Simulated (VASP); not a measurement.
# Li: single point with PBE

The system is Li.

```
CELL_PARAMETERS angstrom
6.89306 0.00000 0.00000
-3.44653 5.96956 0.00000
0.00000 0.00000 3.06080
ATOMIC_POSITIONS crystal
Li 0.20092 0.79908 0.25000
Li 0.20092 0.40184 0.25000
Li 0.59816 0.79908 0.25000
Li 0.79908 0.20092 0.75000
Li 0.79908 0.59816 0.75000
Li 0.40184 0.20092 0.75000
```

```
Program             : VASP 6.6.1
Task                : single point
Functional          : PBE
Potentials or basis : VASP PAW PBE potentials, release 64 (Li_sv)
Cutoff              : 520 eV
k mesh              : 6 × 6 × 10
Occupations         : gaussian, width 0.1 eV
Spin                : no spin polarisation
```

```yaml
Largest_force: 0.003 eV/Å
Band_gap_on_the_k_mesh: zero (band 9 reaches 2.28 eV, above the bottom of band 10 at -0.53 eV)
```

Forces on the atoms (eV/Å):
```
Li   0.003 -0.002  0.000
Li   0.000  0.003  0.000
Li  -0.003 -0.002  0.000
Li  -0.003  0.002  0.000
Li   0.000 -0.003  0.000
Li   0.003  0.002  0.000
```

Levels at points of the mesh, in eV from the Fermi level:
| k point | band 6 | band 7 | band 8 | band 9 | band 10 | band 11 | band 12 | band 13 |
| --- | --- | --- | --- | --- | --- | --- | --- | --- |
| (0.00, 0.00, 0.00) | -46.78 | -3.49 | -0.72 | -0.72 | -0.68 | -0.14 | 0.37 | 0.37 |
| (0.50, 0.00, 0.00) | -46.77 | -2.76 | -2.65 | -1.21 | -1.06 | 1.55 | 1.58 | 2.20 |
| (0.00, 0.00, 0.50) | -46.78 | -0.59 | -0.59 | 1.75 | 1.75 | 1.75 | 1.75 | 2.63 |
| (0.50, 0.00, 0.50) | -46.78 | -0.28 | -0.28 | 0.83 | 0.83 | 1.76 | 1.76 | 2.41 |

Wall time 58 s on 1 thread of AMD EPYC 7R13 Processor (Zen 3), on a shared host, peak memory 0.23 GiB.
